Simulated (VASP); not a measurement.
Here is a VASP 6.6.1 calculation.

The input INCAR:

```
SYSTEM = TaN
PREC     = Accurate       ! precision mode
ENCUT    = 520            ! plane-wave cutoff, eV
EDIFF    = 1E-6           ! SCF threshold, eV
ISMEAR   = 0              ! smearing method
SIGMA    = 0.15           ! smearing width, eV
LREAL    = .False.        ! projectors in reciprocal space
LASPH    = .True.         ! aspherical terms in the spheres
NELM     = 80             ! most SCF steps
ALGO     = Normal         ! electronic algorithm
ISIF     = 2              ! what is computed and relaxed
LWAVE    = .False.        ! write WAVECAR
LCHARG   = .True.         ! write CHGCAR
GGA      = PE             ! functional
LELF     = .True.         ! ELF
LVHAR    = .True.       
NBANDS   = 15             ! bands
```

The input KPOINTS:

```
regular mesh
0
Gamma
  18 18 18
  0 0 0
```

The input POSCAR:

```
TaN
1.0
   -0.1104056128      2.2081122570      2.2081122570
    2.0977066441      0.0000000000      2.0977066441
    2.2081122570      2.2081122570     -0.1104056128
Ta N
1 1
Direct
    0.5000000000      0.5000000000      0.5000000000
    0.0000000000      0.0000000000      0.0000000000
```

Potentials or basis: VASP PAW PBE potentials, release 64 (Ta_pv, N).

Launch:

```bash
$ cat potpaw_PBE.64/Ta_pv/POTCAR potpaw_PBE.64/N/POTCAR > POTCAR
$ mpirun -np 1 vasp_std > vasp.out
```

Estimate the band gap on the k mesh.

zero (bands 8 and 9 overlap by 3.85 eV).

Predict the pressure.

2.2 GPa.

Stress tensor (GPa, compression positive):
```
 3.61  0.00  5.43
 0.00 -0.58  0.00
 5.43  0.00  3.61
```

Caveat: the cell differs from its parent crystal (engineering shear strain xz -0.1000, normal strain along z +0.0000); spin-orbit coupling is left out, which moves the levels of the heavy elements.
